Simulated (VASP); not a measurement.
# SnTe (F-43m) in VASP: notebook

Aim: see how the results for SnTe move with the level of theory and the settings. Levels: LDA, BLYP. Tasks: single point.

Program: VASP 6.6.1. These are calculated values, not measurements. Logs are shortened: lines on timing, memory, paths and dates and some standing lists are left out, and cuts for length are marked.

## 1. The cell of the first run

Symmetry: F-43m, No. 216, cubic system. The conventional cell has a = 7.222 Å, b = 7.222 Å, c = 7.222 Å, α = 90.00°, β = 90.00°, γ = 90.00°. Sn (site symmetry -43m) has 4 Te at 3.13 Å within 4.1 Å. Within 4.1 Å of Te (site symmetry -43m) lie 4 Sn at 3.13 Å.

## 2. Single point, LDA

INCAR reads:

```
SYSTEM = SnTe
PREC = Accurate ; ENCUT = 500
EDIFF = 1E-6 ; ISMEAR = 0
SIGMA = 0.01 ; LREAL = .FALSE.
LASPH = .TRUE. ; NELM = 120
ALGO = Normal ; ISIF = 2
LWAVE = .FALSE. ; LCHARG = .FALSE.
NBANDS = 17 ; GGA_COMPAT = .FALSE.
```

KPOINTS reads:

```
regular mesh
0
G
  6 6 6
  0 0 0
```

POSCAR reads:

```
SnTe
1.0
    0.0000000000      3.6111460000      3.6111460000
    3.6111460000      0.0000000000      3.6111460000
    3.6111460000      3.6111460000      0.0000000000
Sn Te
1 1
Direct
    0.0000000000      0.0000000000      0.0000000000
    0.2500000000      0.2500000000      0.2500000000
```

Potentials or basis: VASP PAW LDA potentials, release 64 (Sn_d, Te).

Launch:

```sh
$ cat potpaw_LDA.64/Sn_d/POTCAR potpaw_LDA.64/Te/POTCAR > POTCAR
$ mpirun -np 1 vasp_std > vasp.out
```

OUTCAR:

```text
SYSTEM = SnTe
   PREC = Accurate
   ENCUT = 500
   EDIFF = 1E-6
   ISMEAR = 0
   LREAL = .FALSE.
   LASPH = .TRUE.
   NELM = 120
   ISIF = 2

 ion  position               nearest neighbor table
   1  0.000  0.000  0.000-   2 3.13   2 3.13   2 3.13   2 3.13
   2  0.250  0.250  0.250-   1 3.13   1 3.13   1 3.13   1 3.13

  LATTYP: Found a face centered cubic cell.
 ALAT       =     7.2222920000

  Lattice vectors:

 A1 = (   0.0000000000,   3.6111460000,   3.6111460000)
 A2 = (   3.6111460000,   0.0000000000,   3.6111460000)
 A3 = (   3.6111460000,   3.6111460000,   0.0000000000)

Analysis of symmetry for initial positions (statically):
=====================================================================
 Subroutine PRICEL returns:
 Original cell was already a primitive cell.

 Routine SETGRP: Setting up the symmetry group for a
 face centered cubic supercell.

 Subroutine GETGRP returns: Found 24 space group operations
 (whereof 24 operations were pure point group operations)
 out of a pool of 48 trial point group operations.

The static configuration has the point symmetry T_d .

Analysis of symmetry for dynamics (positions and initial velocities):
=====================================================================
 Subroutine PRICEL returns:
 Original cell was already a primitive cell.

 Routine SETGRP: Setting up the symmetry group for a
 face centered cubic supercell.

 Subroutine GETGRP returns: Found 24 space group operations
 (whereof 24 operations were pure point group operations)
 out of a pool of 48 trial point group operations.

The dynamic configuration has the point symmetry T_d .

 Subroutine INISYM returns: Found 24 space group operations
 (whereof 24 operations are pure point group operations),
 and found     1 'primitive' translations

----------------------------------------------------------------------------------------

                                     Primitive cell

  volume of cell :      94.1814

  direct lattice vectors                    reciprocal lattice vectors
     0.000000000  3.611146000  3.611146000    -0.138460201  0.138460201  0.138460201
     3.611146000  0.000000000  3.611146000     0.138460201 -0.138460201  0.138460201
     3.611146000  3.611146000  0.000000000     0.138460201  0.138460201 -0.138460201

  length of vectors
     5.106931649  5.106931649  5.106931649     0.239820102  0.239820102  0.239820102

  position of ions in fractional coordinates (direct lattice)
     0.000000000  0.000000000  0.000000000
     0.250000000  0.250000000  0.250000000

  ion indices of the primitive-cell ions
[... 66 lines left out ...]
   EDIFF  = 0.1E-05   stopping-criterion for ELM
   LREAL  =      F    real-space projection
   EDIFFG = 0.1E-04   stopping-criterion for IOM
   NSW    =      0    number of steps for IOM
   IBRION =     -1    ionic relax: 0-MD 1-quasi-New 2-CG
   NFREE  =      0    steps in history (QN), initial steepest desc. (CG)
   ISIF   =      2    stress and relaxation
   ISYM   =      2    0-nonsym 1-usesym 2-fastsym
   POTIM  = 0.5000    time-step for ionic-motion
   TEBEG  =    0.0;   TEEND  =   0.0 temperature during run
   PSTRESS=    0.0 pullay stress
   NELECT =      20.0000    total number of electrons
   NUPDOWN=      -1.0000    fix difference up-down
   EMIN   =  10.00;   EMAX   =-10.00  energy-range for DOS
   EFERMI =   0.00;   METHOD = LEGACY
   ISMEAR =     0;   SIGMA  =   0.01  broadening in eV -4-tet -1-fermi 0-gaus
   EFERMI_NEDOS =   21; number of points for ismear=-14 and -15
   IALGO  =     38    algorithm
   IMIX   =      4    mixing-type and parameters
     AMIX     =   0.40;   BMIX     =  1.00
     AMIX_MAG =   1.60;   BMIX_MAG =  1.00
  volume/ion in A,a.u.               =      47.09       317.78
  Fermi-wavevector in a.u.,A,eV,Ry     =   0.976704  1.845704 12.979296  0.953951
  Thomas-Fermi vector in A             =   2.107344
   LORBIT       =      0    0 simple, 1 ext, 2 COOP (PROOUT), +10 PAW based schemes
   GGA     = CA    functional components
   LHFCALC =     F    Hartree Fock is set to
   AEXX    =    0.0000 exact exchange contribution
   IVDW    =     0    specifies the selected vdW correction
   LEPSILON=     F    determine dielectric tensor
   LRPA    =     F    only Hartree local field effects (RPA)
 non-spin polarized calculation
 Gauss-broadening in eV      SIGMA  =   0.01
  energy-cutoff  :      500.00
  volume of cell :       94.18
 maximum number of plane-waves:      2421
 NGX is ok and might be reduce to    40
   NGX = 19   NGY = 19   NGZ = 19

 number of electron      19.9999999 magnetization

 Free energy of the ion-electron system (eV)
  ---------------------------------------------------
  ext. energy  EPLUGINS =         0.00000000
  ---------------------------------------------------
  free energy    TOTEN  =        -7.99443825 eV

  energy without entropy =       -7.99443825  energy(sigma->0) =       -7.99443825

 E-fermi :   2.7995     XC(G=0):  -7.8054

 val. band max:        2.7494277549   @ k =  -0.3333   0.5000   0.1667
 cond. band min:       2.9402521923   @ k =   0.5000   0.5000   0.0000
 fundamental gap:      0.1908244373
 Fermi energy:         2.7995223165

 k-point     1 :       0.0000    0.0000    0.0000
  band No.  band energies     occupation
      1     -18.7783      2.00000
      2     -18.7783      2.00000
      3     -18.7783      2.00000
      4     -18.7679      2.00000
      5     -18.7679      2.00000
      6      -8.6333      2.00000
[... 297 lines left out ...]
      4     -18.7684      2.00000
      5     -18.7673      2.00000
      6      -7.8743      2.00000
[... 9 lines left out ...]
     16      10.7595      0.00000
     17      10.7771      0.00000

------------------------ aborting loop because EDIFF is reached ----------------------------------------

  FORCE on cell =-STRESS in cart. coord.  units (eV):
  Direction    XX          YY          ZZ          XY          YZ          ZX
  --------------------------------------------------------------------------------------
  -------------------------------------------------------------------------------------
  Total       -1.2613719     -1.2613719     -1.2613719      0.0000000      0.0000000     -0.0000000
  in kB      -21.4579682    -21.4579682    -21.4579682      0.0000000      0.0000000     -0.0000000
  external PRESSURE =     -21.4579682 kB  Pullay stress =       0.0000000 kB

 VOLUME and BASIS-vectors are now :
 -----------------------------------------------------------------------------
  energy-cutoff  :      500.00
  volume of cell :       94.18
      direct lattice vectors                 reciprocal lattice vectors
     0.000000000  3.611146000  3.611146000    -0.138460201  0.138460201  0.138460201
     3.611146000  0.000000000  3.611146000     0.138460201 -0.138460201  0.138460201
     3.611146000  3.611146000  0.000000000     0.138460201  0.138460201 -0.138460201

 POSITION                                       TOTAL-FORCE (eV/Angst)
 -----------------------------------------------------------------------------------
      0.00000      0.00000      0.00000         0.000000      0.000000      0.000000
      1.80557      1.80557      1.80557        -0.000000     -0.000000     -0.000000
 -----------------------------------------------------------------------------------
    total drift:                               -0.000000     -0.000000     -0.000000

  FREE ENERGIE OF THE ION-ELECTRON SYSTEM (eV)
  ---------------------------------------------------
  free  energy   TOTEN  =        -7.9944382472 eV

  energy  without entropy=       -7.9944382472  energy(sigma->0) =       -7.99443825
```

OSZICAR:

```text
N       E                     dE             d eps       ncg     rms          rms(c)
DAV:   1     0.123371230483E+03    0.12337E+03   -0.89220E+03   544   0.116E+03
DAV:   2     0.410292695152E+01   -0.11927E+03   -0.11637E+03   610   0.295E+02
DAV:   3    -0.774774711644E+01   -0.11851E+02   -0.11808E+02   641   0.905E+01
DAV:   4    -0.813745465992E+01   -0.38971E+00   -0.38956E+00   650   0.177E+01
DAV:   5    -0.815582332022E+01   -0.18369E-01   -0.18368E-01   805   0.355E+00    0.430E+00
DAV:   6    -0.800533024383E+01    0.15049E+00   -0.38784E-01   724   0.295E+00    0.284E+00
DAV:   7    -0.799634100936E+01    0.89892E-02   -0.69321E-02   578   0.980E-01    0.107E+00
DAV:   8    -0.799446867380E+01    0.18723E-02   -0.78267E-03   659   0.613E-01    0.208E-01
DAV:   9    -0.799439861960E+01    0.70054E-04   -0.18512E-03   681   0.248E-01    0.518E-02
DAV:  10    -0.799440932214E+01   -0.10703E-04   -0.19199E-04   616   0.724E-02    0.328E-02
DAV:  11    -0.799443851943E+01   -0.29197E-04   -0.43825E-05   576   0.291E-02    0.215E-02
DAV:  12    -0.799443824719E+01    0.27224E-06   -0.27303E-06   569   0.117E-02
   1 F= -.79944382E+01 E0= -.79944382E+01  d E =-.395990E-14
```

stdout:

```text
POSCAR found type information on POSCAR SnTe
 POSCAR found :  2 types and       2 ions
 scaLAPACK will be used
 LDA part: xc-table for (Slater(with rela. corr.)+CA(PZ))
 , standard interpolation
 POSCAR, INCAR and KPOINTS ok, starting setup
 FFT: planning ... GRIDC
 FFT: planning ... GRID_SOFT
 FFT: planning ... GRID
 WAVECAR not read
 entering main loop
```

Run time: 13 s. Hardware: 1 thread of Intel Xeon 6975P-C (Granite Rapids), shared host; peak memory 0.19 GiB.

Results:

```yaml
Free_energy: -7.9944 eV
Pressure: -2.1 GPa
Band_gap_on_the_k_mesh: 0.19 eV (least direct gap 0.72 eV)
```

Caveat: spin-orbit coupling is left out, which moves the levels of the heavy elements. A k mesh can miss the band edges.

## 3. Single point, BLYP

INCAR reads:

```
  PREC = Accurate
  ENCUT = 500
  EDIFF = 1E-6
  ISMEAR = 0
  SIGMA = 0.01
  LREAL = False
  LASPH = True
  NELM = 120
  ALGO = Normal
  ISIF = 2
  LWAVE = False
  LCHARG = True
  GGA = B5
  ALDAX = 1.0
  AGGAX = 1.0
  AGGAC = 1.0
  ALDAC = 0.0
  LELF = True
  LVHAR = True
  NBANDS = 17
  GGA_COMPAT = False
```

KPOINTS reads:

```
Automatic mesh
0
Gamma
  6 6 6
```

POSCAR is that of step 2.

Potentials or basis: VASP PAW PBE potentials, release 64 (Sn_d, Te).

Launch:

```sh
$ cat potpaw_PBE.64/Sn_d/POTCAR potpaw_PBE.64/Te/POTCAR > POTCAR
$ mpirun -np 1 vasp_std > vasp.out
```

It took 25 s on 1 thread of Intel Xeon 6975P-C (Granite Rapids), shared host; peak memory 0.25 GiB.

It converged, with:

| Property | Result |
| --- | --- |
| Free energy | -6.1043 eV |
| Pressure | 1.6 GPa |
| Band gap on the k mesh | 0.32 eV (least direct gap 0.81 eV) |

Levels at points of the mesh, in eV from the valence-band top:
| k point | band 7 | band 8 | band 9 | band 10 | band 11 | band 12 | band 13 | band 14 |
| --- | --- | --- | --- | --- | --- | --- | --- | --- |
| (0.00, 0.00, 0.00) | -5.12 | -1.72 | -1.72 | -1.72 | 1.17 | 1.17 | 1.17 | 4.44 |
| (0.50, 0.00, 0.00) | -6.88 | -2.25 | -2.25 | -1.87 | 1.98 | 1.98 | 3.53 | 5.99 |
| (0.50, 0.50, 0.00) | -7.24 | -2.91 | -2.91 | -0.50 | 0.32 | 3.99 | 3.99 | 5.71 |

Caveat: the PAW data sets were made with another functional, which shifts forces and pressure a little; spin-orbit coupling is left out, which moves the levels of the heavy elements. A k mesh can miss the band edges.
